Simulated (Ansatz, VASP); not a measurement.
Two plane-wave programs on Cr

```
Cr
1.0
     2.71400    0.00000    0.00000
    -1.35700    2.35039    0.00000
     0.00000    0.00000    4.41000
Cr
2
Cartesian
  0.0000 1.5669 1.1025
  1.3570 0.7835 3.3075
```

Alike in both runs: task single point; functional LDA; k mesh 12 × 12 × 7; occupations fermi-dirac, width 0.03 eV; non-collinear spin.

|  | VASP | Ansatz |
| --- | --- | --- |
| version | VASP 6.6.1 | Ansatz 0.2.0 |
| potentials or method | VASP PAW LDA potentials, release 64 (Cr_pv) | PAW with Ansatz's default frozen-core files, scalar-relativistic |
| plane-wave cutoff (eV) | 520 | 420 |
| valence electrons in the cell | 24 | 28 |

VASP gave:

```
net moment per atom (μB)                                      : 0.50
size of the moment on the site where the two differ most (μB) : 0.46
```

**Question.** Estimate Ansatz's values.

**Answer.** net moment per atom (μB): 0.56; size of the moment on the site where the two differ most (μB): 0.49.

LDA's correlation is that of Perdew and Zunger in VASP and of Perdew and Wang (1992) in Ansatz. Site moments also hang on the region over which each program counts them. VASP's potentials hold 24 valence electrons a cell and Ansatz's 28, so a difference there can come from the potentials and not from the codes.
